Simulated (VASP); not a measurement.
# PbO2 (P6/mmm) in VASP: notebook, part 2 of 2

VASP 6.6.1. Earlier steps stand in the parts before.

## Step 3: Relaxation of cell and atoms, PBE

This run uses another cell than the first one, of 10.80 Å³/atom.

INCAR

```
SYSTEM = PbO2
PREC = Accurate
ENCUT = 600
EDIFF = 1E-6
ISMEAR = -1
SIGMA = 0.02
LREAL = .False.
LASPH = .True.
NELM = 80
ALGO = Normal
ISIF = 3
LWAVE = .False.
LCHARG = .False.
GGA = PE
IBRION = 2
NSW = 80
EDIFFG = -0.01
```

KPOINTS

```
regular mesh
0
Gamma
  8 8 6
  0 0 0
```

POSCAR

```
PbO2
1.0
    3.2400000000      0.0000000000      0.0000000000
   -1.6200000000      2.8059223083      0.0000000000
    0.0000000000      0.0000000000      3.5640000000
Pb O
1 2
Direct
    0.0000000000      0.0000000000      0.0000000000
    0.3333333333      0.6666666667      0.5000000000
    0.6666666667      0.3333333333      0.5000000000
```

Potentials or basis: VASP PAW PBE potentials, release 64 (Pb_d, O).

On the command line:

```
$ cat potpaw_PBE.64/Pb_d/POTCAR potpaw_PBE.64/O/POTCAR > POTCAR
$ mpirun -np 1 vasp_std > vasp.out
```

OUTCAR:

```text
SYSTEM = PbO2
   PREC = Accurate
   ENCUT = 600
   EDIFF = 1E-6
   ISMEAR = -1
   LREAL = .False.
   LASPH = .True.
   NELM = 80
   ISIF = 3
   GGA = PE
   IBRION = 2
   NSW = 80
   EDIFFG = -0.01

 ion  position               nearest neighbor table
   1  0.000  0.000  0.000-   2 2.58   3 2.58   2 2.58   3 2.58   3 2.58   3 2.58   2 2.58   2 2.58
                             3 2.58   3 2.58   2 2.58   2 2.58
   2  0.333  0.667  0.500-   3 1.87   3 1.87   3 1.87   1 2.58   1 2.58   1 2.58   1 2.58   1 2.58
                             1 2.58
   3  0.667  0.333  0.500-   2 1.87   2 1.87   2 1.87   1 2.58   1 2.58   1 2.58   1 2.58   1 2.58
                             1 2.58

  LATTYP: Found a hexagonal cell.
 ALAT       =     3.2400000000
 C/A-ratio  =     1.1000000000

  Lattice vectors:

 A1 = (   3.2400000000,   0.0000000000,   0.0000000000)
 A2 = (  -1.6200000000,   2.8059223083,   0.0000000000)
 A3 = (   0.0000000000,   0.0000000000,   3.5640000000)

Analysis of symmetry for initial positions (statically):
=====================================================================
 Subroutine PRICEL returns:
 Original cell was already a primitive cell.

 Routine SETGRP: Setting up the symmetry group for a
 hexagonal supercell.

 Subroutine GETGRP returns: Found 24 space group operations
 (whereof 24 operations were pure point group operations)
 out of a pool of 24 trial point group operations.

The static configuration has the point symmetry D_6h.

Analysis of symmetry for dynamics (positions and initial velocities):
[... 199 lines left out ...]
 number of electron      26.0000004 magnetization

 E-fermi :   3.3260     XC(G=0):  -9.8832

 val. band max:        3.3254049945   @ k =   0.1250   0.0000   0.3333
 cond. band min:       3.3469266396   @ k =   0.2500   0.1250   0.0000
 fundamental gap:      0.0215216451
 Fermi energy:         3.3260180911

 k-point     1 :       0.0000    0.0000    0.0000
  band No.  band energies     occupation
      1     -14.1336      2.00000
      2     -13.1562      2.00000
      3     -13.1497      2.00000
      4     -13.1497      2.00000
      5     -13.0373      2.00000
      6     -13.0373      2.00000
[... 538 lines left out ...]
  FREE ENERGIE OF THE ION-ELECTRON SYSTEM (eV)
  ---------------------------------------------------
  free  energy   TOTEN  =       -13.0794324947 eV

  energy  without entropy=      -13.0761193295  energy(sigma->0) =      -13.07777591

[... ionic steps 4 to 10 ...]

--------------------------------------- Ionic step       11  -------------------------------------------

 number of electron      25.9999995 magnetization

------------------------ aborting loop because EDIFF is reached ----------------------------------------
[... 69 lines left out ...]
--------------------------------------- Ionic step       13  -------------------------------------------

 number of electron      25.9999996 magnetization

 Free energy of the ion-electron system (eV)
  ---------------------------------------------------
  ext. energy  EPLUGINS =         0.00000000
  ---------------------------------------------------
  free energy    TOTEN  =       -13.30211268 eV

  energy without entropy =      -13.29792345  energy(sigma->0) =      -13.30001806

 E-fermi :   5.5704     XC(G=0): -11.1229

 val. band max:        5.5553807596   @ k =   0.1250   0.0000   0.3333
 cond. band min:       5.5835098570   @ k =   0.1250   0.1250   0.3333
 fundamental gap:      0.0281290974
 Fermi energy:         5.5704264570

 k-point     1 :       0.0000    0.0000    0.0000
  band No.  band energies     occupation
      1     -13.1326      2.00000
      2     -10.5653      2.00000
      3     -10.3416      2.00000
      4     -10.3416      2.00000
      5     -10.1984      2.00000
      6     -10.1984      2.00000
[... 501 lines left out ...]
  FREE ENERGIE OF THE ION-ELECTRON SYSTEM (eV)
  ---------------------------------------------------
  free  energy   TOTEN  =       -13.3021126763 eV

  energy  without entropy=      -13.2979234487  energy(sigma->0) =      -13.30001806

 reached required accuracy - stopping structural energy minimisation
```

OSZICAR:

```text
N       E                     dE             d eps       ncg     rms          rms(c)
DAV:   1     0.270562409614E+03    0.27056E+03   -0.15576E+04  1384   0.219E+03
DAV:   2     0.552525933143E+01   -0.26504E+03   -0.25976E+03  1713   0.487E+02
DAV:   3    -0.121825134280E+02   -0.17708E+02   -0.17343E+02  1570   0.135E+02
[... 113 lines left out ...]
DAV:   1    -0.133022573933E+02   -0.15899E-03   -0.94155E-03  1391   0.104E+00    0.753E-02
DAV:   2    -0.133021527388E+02    0.10465E-03   -0.31202E-04  1558   0.193E-01    0.379E-02
DAV:   3    -0.133021163993E+02    0.36340E-04   -0.45599E-05  1705   0.132E-01    0.132E-02
DAV:   4    -0.133021124262E+02    0.39730E-05   -0.99049E-06  1857   0.441E-02    0.299E-03
DAV:   5    -0.133021126763E+02   -0.25003E-06   -0.11690E-06   680   0.201E-02
  13 F= -.13302113E+02 E0= -.13300018E+02  d E =-.747057E-04
```

It took 5.5 min on 1 thread of Intel Xeon 8259CL, shared host; peak memory 0.18 GiB.

What came out:

* Free energy: -13.3021 eV
* Relaxed volume: 14.03 Å³/atom
* Relaxed cell: a = 3.807 Å, b = 3.807 Å, c = 3.353 Å, α = 90.00°, β = 90.00°, γ = 120.00°
* Space group after relaxing (to 0.1 Å): P6/mmm (No. 191)
* Energy gained by relaxing: 701.1 meV/atom
* Ionic steps: 13
* Pressure after relaxing: -0.1 GPa
* Band gap on the k mesh: zero (bands 13 and 14 overlap by 0.78 eV)

Step by step:
| step | energy change (eV) | largest force (eV/Å) | pressure (GPa) | volume (Å³) |
| --- | --- | --- | --- | --- |
| 1 | 0.0000 | 0.0000 | 56.37 | 32.40 |
| 2 | -1.4512 | 0.0000 | -14.77 | 53.40 |
| 3 | -1.8806 | 0.0000 | -2.19 | 44.47 |
| 4 | -1.8809 | 0.0000 | -2.99 | 44.85 |
| 5 | -2.0472 | 0.0000 | -2.46 | 43.96 |
| 6 | -2.0934 | 0.0000 | -2.38 | 43.26 |
| 7 | -2.0959 | 0.0000 | -2.32 | 43.05 |
| 8 | -2.0958 | 0.0000 | -2.34 | 43.10 |
| 9 | -2.1017 | 0.0000 | 1.09 | 41.68 |
| 10 | -2.1032 | 0.0000 | 0.00 | 42.11 |
| 11 | -2.1032 | 0.0000 | -0.05 | 42.13 |
| 12 | -2.1033 | 0.0000 | -0.06 | 42.12 |
| 13 | -2.1033 | 0.0000 | -0.06 | 42.10 |

Final structure:
```cif
data_structure
_symmetry_space_group_name_H-M 'P 1'
_symmetry_Int_Tables_number 1
_cell_length_a 3.8074
_cell_length_b 3.8074
_cell_length_c 3.3534
_cell_angle_alpha 90.000
_cell_angle_beta 90.000
_cell_angle_gamma 120.000
_cell_volume 42.10
loop_
_atom_site_label
_atom_site_type_symbol
_atom_site_fract_x
_atom_site_fract_y
_atom_site_fract_z
_atom_site_occupancy
Pb1 Pb 0.00000 0.00000 0.00000 1
O1 O 0.33333 0.66667 0.50000 1
O2 O 0.66667 0.33333 0.50000 1
```

Caveat: the volume moved by over 15 % at a fixed basis, so the end points are rough; semilocal functionals underestimate gaps, so a narrow gap can read as zero; spin-orbit coupling is left out, which moves the levels of the heavy elements.
